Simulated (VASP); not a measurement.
Wanted: the native input for a VASP 6.6.1 run.

```
Task                   : single point
Functional             : LDA
Potentials or basis    : VASP PAW LDA potentials, release 64 (Pt)
Cutoff                 : 500 eV
k mesh                 : 18 × 18 × 10
Occupations            : gaussian, width 0.1 eV
Spin                   : no spin polarisation
Dipole correction      : no
Further INCAR settings : ALGO = Normal; EDIFF = 1e-06; NBANDS = 17
```

The structure of Pt lies in POSCAR:

```
Pt
1.0
    2.7083145576      0.0000000000      0.0000000000
   -1.3541572788      2.3454692083      0.0000000000
    0.0000000000      0.0000000000      4.6764491614
Pt
2
Direct
    0.3333333333      0.6666666667      0.2500000000
    0.6666666667      0.3333333333      0.7500000000
```

This isn't the form of Pt at room conditions, which is fcc.

These files were run (other wordings do the same):

INCAR

```
SYSTEM = Pt
PREC = Accurate
ENCUT = 500
EDIFF = 1E-6
ISMEAR = 0
SIGMA = 0.1
LREAL = .FALSE.
LASPH = .TRUE.
NELM = 120
ALGO = Normal
ISIF = 2
LWAVE = .FALSE.
LCHARG = .FALSE.
NBANDS = 17
GGA_COMPAT = .FALSE.
```

KPOINTS

```
Automatic mesh
0
G
  18 18 10
  0 0 0
```

Potentials or basis: VASP PAW LDA potentials, release 64 (Pt).

Launch:

```sh
$ cat potpaw_LDA.64/Pt/POTCAR > POTCAR
$ mpirun -np 1 vasp_std > vasp.out
```

Results of the run:

| Property | Result |
| --- | --- |
| Pressure | 0.8 GPa |
| Band gap on the k mesh | zero (bands 10 and 11 overlap by 1.41 eV) |

Caveat: spin-orbit coupling is left out, which moves the levels of the heavy elements.

Run time: 70 s on 1 thread of Intel Xeon 8259CL (shared host), peak memory 0.2 GiB.
